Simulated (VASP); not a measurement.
# BN (P6_3mc) in VASP: a series of runs

Runs on BN. Level: LDA. Tasks: single point.

Everything below comes from runs of VASP 6.6.1. Logs are shortened: lines on timing, memory, paths and dates and some standing lists are left out, and cuts for length are marked.

### 1 The cell of the first run

The structure is hexagonal, space group P6_3mc (No. 186). Conventional cell: a = 2.452 Å, b = 2.452 Å, c = 3.889 Å, α = 90.00°, β = 90.00°, γ = 120.00°. B (site symmetry 3m) has 4 N at 1.46 to 1.50 Å within 1.9 Å. N (site symmetry 3m) has 4 B at 1.46 to 1.50 Å within 1.9 Å.

### 2 Single point, LDA (strain -0.040 along x and y, -0.080 along z)

The input, INCAR:

```
SYSTEM = BN
  ALGO = Normal
  EDIFF = 1E-6
  ENCUT = 520
  GGA = CA
  ISIF = 2
  ISMEAR = 0
  LASPH = .True.
  LCHARG = .True.
  LELF = .True.
  LREAL = .False.
  LVHAR = .True.
  LWAVE = .False.
  NBANDS = 16
  NELM = 100
  PREC = Accurate
  SIGMA = 0.05
```

The input, KPOINTS:

```
k-points
0
Gamma
  12 12 6
  0 0 0
```

The input, POSCAR:

```
BN
1.0
    2.4517820176      0.0000000000      0.0000000000
   -1.2258910088      2.1233055118      0.0000000000
    0.0000000000      0.0000000000      3.8887066000
B N
2 2
Direct
    0.6666666667      0.3333333333      0.9997240000
    0.3333333333      0.6666666667      0.4997240000
    0.6666666667      0.3333333333      0.6252760000
    0.3333333333      0.6666666667      0.1252760000
```

Potentials or basis: VASP PAW LDA potentials, release 64 (B, N).

Command:

```sh
> cat potpaw_LDA.64/B/POTCAR potpaw_LDA.64/N/POTCAR > POTCAR
> mpirun -np 1 vasp_std > vasp.out
```

OUTCAR:

```text
SYSTEM = BN
   EDIFF = 1E-6
   ENCUT = 520
   GGA = CA
   ISIF = 2
   ISMEAR = 0
   LASPH = .True.
   LREAL = .False.
   NELM = 100
   PREC = Accurate

 ion  position               nearest neighbor table
   1  0.667  0.333  1.000-   3 1.46   4 1.50   4 1.50   4 1.50
   2  0.333  0.667  0.500-   4 1.46   3 1.50   3 1.50   3 1.50
   3  0.667  0.333  0.625-   1 1.46   2 1.50   2 1.50   2 1.50
   4  0.333  0.667  0.125-   2 1.46   1 1.50   1 1.50   1 1.50

  LATTYP: Found a hexagonal cell.
 ALAT       =     2.4517820176
 C/A-ratio  =     1.5860735465

  Lattice vectors:

 A1 = (   2.4517820176,   0.0000000000,   0.0000000000)
 A2 = (  -1.2258910088,   2.1233055118,   0.0000000000)
 A3 = (   0.0000000000,   0.0000000000,   3.8887066000)

Analysis of symmetry for initial positions (statically):
=====================================================================
 Subroutine PRICEL returns:
 Original cell was already a primitive cell.

 Routine SETGRP: Setting up the symmetry group for a
 hexagonal supercell.

 Subroutine GETGRP returns: Found 12 space group operations
 (whereof  6 operations were pure point group operations)
 out of a pool of 24 trial point group operations.

The static configuration has the point symmetry C_3v.
 The point group associated with its full space group is C_6v.

Analysis of symmetry for dynamics (positions and initial velocities):
=====================================================================
 Subroutine PRICEL returns:
 Original cell was already a primitive cell.

 Routine SETGRP: Setting up the symmetry group for a
 hexagonal supercell.

 Subroutine GETGRP returns: Found 12 space group operations
 (whereof  6 operations were pure point group operations)
 out of a pool of 24 trial point group operations.

The dynamic configuration has the point symmetry C_3v.
 The point group associated with its full space group is C_6v.

 Subroutine INISYM returns: Found 12 space group operations
 (whereof  6 operations are pure point group operations),
 and found     1 'primitive' translations

----------------------------------------------------------------------------------------

                                     Primitive cell

  volume of cell :      20.2441

  direct lattice vectors                    reciprocal lattice vectors
     2.451782018  0.000000000  0.000000000     0.407866602  0.235481892  0.000000000
    -1.225891009  2.123305512  0.000000000     0.000000000  0.470963785  0.000000000
     0.000000000  0.000000000  3.888706600     0.000000000  0.000000000  0.257154911

  length of vectors
     2.451782018  2.451782018  3.888706600     0.470963785  0.470963785  0.257154911

  position of ions in fractional coordinates (direct lattice)
     0.666666667  0.333333333  0.999724000
     0.333333333  0.666666667  0.499724000
     0.666666667  0.333333333  0.625276000
     0.333333333  0.666666667  0.125276000

  ion indices of the primitive-cell ions
   primitive index   ion index
                 1           1
                 2           2
                 3           3
                 4           4

----------------------------------------------------------------------------------------

 KPOINTS: k-points

Automatic generation of k-mesh.
 Grid dimensions read from file:
 generate k-points for:   12   12    6

 Generating k-lattice:

  Cartesian coordinates                     Fractional coordinates (reciprocal lattice)
     0.033988883  0.019623491  0.000000000     0.083333333  0.000000000  0.000000000
     0.000000000  0.039246982  0.000000000     0.000000000  0.083333333  0.000000000
     0.000000000  0.000000000  0.042859152     0.000000000  0.000000000  0.166666667

  Length of vectors
     0.039246982  0.039246982  0.042859152

  Shift w.r.t. Gamma in fractional coordinates (k-lattice)
     0.000000000  0.000000000  0.000000000

 Subroutine IBZKPT returns following result:
 ===========================================

 Found     76 irreducible k-points:

 Following reciprocal coordinates:
            Coordinates               Weight
  0.000000  0.000000  0.000000      1.000000
  0.083333  0.000000  0.000000      6.000000
  0.166667  0.000000  0.000000      6.000000
  0.250000  0.000000  0.000000      6.000000
  0.333333  0.000000  0.000000      6.000000
  0.416667 -0.000000  0.000000      6.000000
[... 16 lines left out ...]
  0.250000  0.000000  0.166667     12.000000
  0.333333  0.000000  0.166667     12.000000
 [... further k-points ...]
   k-points           NKPTS =     76   k-points in BZ     NKDIM =     76   number of bands    NBANDS=     16
   number of dos      NEDOS =    301   number of ions     NIONS =      4
   total plane-waves  NPLWV =   9720
   dimension x,y,z NGX =    18 NGY =   18 NGZ =   30
   dimension x,y,z NGXF=    36 NGYF=   36 NGZF=   60
   ions per type =               2   2
   NGX,Y,Z   is equivalent  to a cutoff of  12.21, 12.21, 12.83 a.u.
   NGXF,Y,Z  is equivalent  to a cutoff of  24.41, 24.41, 25.65 a.u.
 SYSTEM =  BN
   PREC   = accura    normal or accurate (medium, high low for compatibility)
   ISTART =      0    job   : 0-new  1-cont  2-samecut
   ICHARG =      2    charge: 1-file 2-atom 10-const
   ISPIN  =      1    spin polarized calculation?
   LNONCOLLINEAR =      F non collinear calculations
   LSORBIT =      F    spin-orbit coupling
   LASPH  =      T    aspherical Exc in radial PAW
   ENCUT  =  520.0 eV  38.22 Ry    6.18 a.u.   4.56  4.56  7.23*2*pi/ulx,y,z
   NELM   =    100;   NELMIN=  2; NELMDL= -5     # of ELM steps
   EDIFF  = 0.1E-05   stopping-criterion for ELM
   LREAL  =      F    real-space projection
   EDIFFG = 0.1E-04   stopping-criterion for IOM
   NSW    =      0    number of steps for IOM
   IBRION =     -1    ionic relax: 0-MD 1-quasi-New 2-CG
   NFREE  =      0    steps in history (QN), initial steepest desc. (CG)
   ISIF   =      2    stress and relaxation
   ISYM   =      2    0-nonsym 1-usesym 2-fastsym
   POTIM  = 0.5000    time-step for ionic-motion
   TEBEG  =    0.0;   TEEND  =   0.0 temperature during run
   PSTRESS=    0.0 pullay stress
   NELECT =      16.0000    total number of electrons
   NUPDOWN=      -1.0000    fix difference up-down
   EMIN   =  10.00;   EMAX   =-10.00  energy-range for DOS
   EFERMI =   0.00;   METHOD = LEGACY
   ISMEAR =     0;   SIGMA  =   0.05  broadening in eV -4-tet -1-fermi 0-gaus
   EFERMI_NEDOS =   21; number of points for ismear=-14 and -15
   IALGO  =     38    algorithm
   IMIX   =      4    mixing-type and parameters
     AMIX     =   0.40;   BMIX     =  1.00
     AMIX_MAG =   1.60;   BMIX_MAG =  1.00
  volume/ion in A,a.u.               =       5.06        34.15
  Fermi-wavevector in a.u.,A,eV,Ry     =   1.513613  2.860315 31.171298  2.291026
  Thomas-Fermi vector in A             =   2.623381
   LORBIT       =      0    0 simple, 1 ext, 2 COOP (PROOUT), +10 PAW based schemes
   GGA     = CA    functional components
   LHFCALC =     F    Hartree Fock is set to
   AEXX    =    0.0000 exact exchange contribution
   IVDW    =     0    specifies the selected vdW correction
   LEPSILON=     F    determine dielectric tensor
   LRPA    =     F    only Hartree local field effects (RPA)
 non-spin polarized calculation
 Gauss-broadening in eV      SIGMA  =   0.05
  energy-cutoff  :      520.00
  volume of cell :       20.24
 maximum number of plane-waves:       558
   NGX =  9   NGY =  9   NGZ = 15

 number of electron      15.9999996 magnetization

 Free energy of the ion-electron system (eV)
  ---------------------------------------------------
  ext. energy  EPLUGINS =         0.00000000
  ---------------------------------------------------
  free energy    TOTEN  =       -38.10424756 eV

  energy without entropy =      -38.10424756  energy(sigma->0) =      -38.10424756

 E-fermi :   9.8413     XC(G=0): -13.8507

 val. band max:        9.6107598947   @ k =   0.0000   0.0000   0.0000
 cond. band min:      14.4312836597   @ k =   0.3333   0.3333   0.0000
 fundamental gap:      4.8205237650
 Fermi energy:         9.8412710295

 k-point     1 :       0.0000    0.0000    0.0000
  band No.  band energies     occupation
      1     -12.5050      2.00000
      2      -7.1259      2.00000
      3      -2.7000      2.00000
      4       6.7437      2.00000
      5       6.7437      2.00000
      6       9.4030      2.00000
[... 8 lines left out ...]
     15      22.7343      0.00000
     16      28.1117      0.00000

 k-point     2 :       0.0833    0.0000    0.0000
  band No.  band energies     occupation
      1     -12.3397      2.00000
      2      -6.9982      2.00000
      3      -2.5443      2.00000
      4       6.0120      2.00000
      5       6.4136      2.00000
      6       8.9779      2.00000
[... 8 lines left out ...]
     15      23.2369      0.00000
     16      27.6880      0.00000

 k-point     3 :       0.1667    0.0000    0.0000
  band No.  band energies     occupation
      1     -11.8472      2.00000
      2      -6.6338      2.00000
      3      -2.0832      2.00000
      4       4.2401      2.00000
      5       5.6490      2.00000
      6       7.5612      2.00000
[... 8 lines left out ...]
     15      24.4157      0.00000
     16      26.3588      0.00000

 k-point     4 :       0.2500    0.0000    0.0000
  band No.  band energies     occupation
      1     -11.0410      2.00000
      2      -6.1098      2.00000
      3      -1.3463      2.00000
      4       2.1487      2.00000
      5       4.8048      2.00000
      6       5.7235      2.00000
[... 8 lines left out ...]
     15      26.1722      0.00000
     16      26.8100      0.00000
[... 324 lines left out ...]
 k-point    22 :       0.1667    0.0000    0.1667
  band No.  band energies     occupation
      1     -11.6515      2.00000
      2      -7.4464      2.00000
      3      -0.9769      2.00000
      4       4.4250      2.00000
      5       5.8199      2.00000
      6       6.9967      2.00000
[... 8 lines left out ...]
     15      24.5748      0.00000
     16      26.8477      0.00000

 k-point    23 :       0.2500    0.0000    0.1667
  band No.  band energies     occupation
      1     -10.8500      2.00000
      2      -6.8337      2.00000
      3      -0.4460      2.00000
      4       2.4312      2.00000
      5       4.9842      2.00000
      6       5.1164      2.00000
[... 8 lines left out ...]
     15      25.7330      0.00000
     16      27.1918      0.00000

 k-point    24 :       0.3333    0.0000    0.1667
  band No.  band energies     occupation
      1      -9.7726      2.00000
      2      -6.1878      2.00000
      3      -0.5325      2.00000
      4       1.4259      2.00000
      5       3.1830      2.00000
      6       4.2856      2.00000
[... 8 lines left out ...]
     15      27.4342      0.00000
     16      28.4104      0.00000

 [... further k-points ...]

------------------------ aborting loop because EDIFF is reached ----------------------------------------

  FORCE on cell =-STRESS in cart. coord.  units (eV):
  Direction    XX          YY          ZZ          XY          YZ          ZX
  --------------------------------------------------------------------------------------
  -------------------------------------------------------------------------------------
  Total        5.9892126      5.9892126     13.9346683      0.0000000      0.0000000     -0.0000000
  in kB      474.0026783    474.0026783   1102.8277785      0.0000000      0.0000000     -0.0000000
  external PRESSURE =     683.6110450 kB  Pullay stress =       0.0000000 kB

 VOLUME and BASIS-vectors are now :
 -----------------------------------------------------------------------------
  energy-cutoff  :      520.00
  volume of cell :       20.24
      direct lattice vectors                 reciprocal lattice vectors
     2.451782018  0.000000000  0.000000000     0.407866602  0.235481892  0.000000000
    -1.225891009  2.123305512  0.000000000     0.000000000  0.470963785  0.000000000
     0.000000000  0.000000000  3.888706600     0.000000000  0.000000000  0.257154911

 POSITION                                       TOTAL-FORCE (eV/Angst)
 -----------------------------------------------------------------------------------
      1.22589      0.70777      3.88763         0.000000     -0.000000      0.432754
     -0.00000      1.41554      1.94328         0.000000      0.000000      0.432754
      1.22589      0.70777      2.43151        -0.000000     -0.000000     -0.432754
     -0.00000      1.41554      0.48716        -0.000000      0.000000     -0.432754
 -----------------------------------------------------------------------------------
    total drift:                                0.000000      0.000000     -0.000312

  FREE ENERGIE OF THE ION-ELECTRON SYSTEM (eV)
  ---------------------------------------------------
  free  energy   TOTEN  =       -38.1042475602 eV

  energy  without entropy=      -38.1042475602  energy(sigma->0) =      -38.10424756
```

It took 36 s on 1 thread of Intel Xeon 6975P-C, shared host; peak memory 0.13 GiB.

What came out:

| Property | Result |
| --- | --- |
| Free energy | -38.1042 eV |
| Pressure | 68.4 GPa |
| Largest force | 0.433 eV/Å |
| Band gap on the k mesh | 4.82 eV, indirect (least direct gap 8.42 eV) |

Forces in eV/Å, atoms in the order of the input:
```
B    0.000  0.000  0.433
B    0.000  0.000  0.433
N    0.000  0.000 -0.433
N    0.000  0.000 -0.433
```

Caveat: the cell differs from its parent crystal (strain -0.040 along x and y, -0.080 along z). A k mesh can miss the band edges.

[end of part 1 of 2]
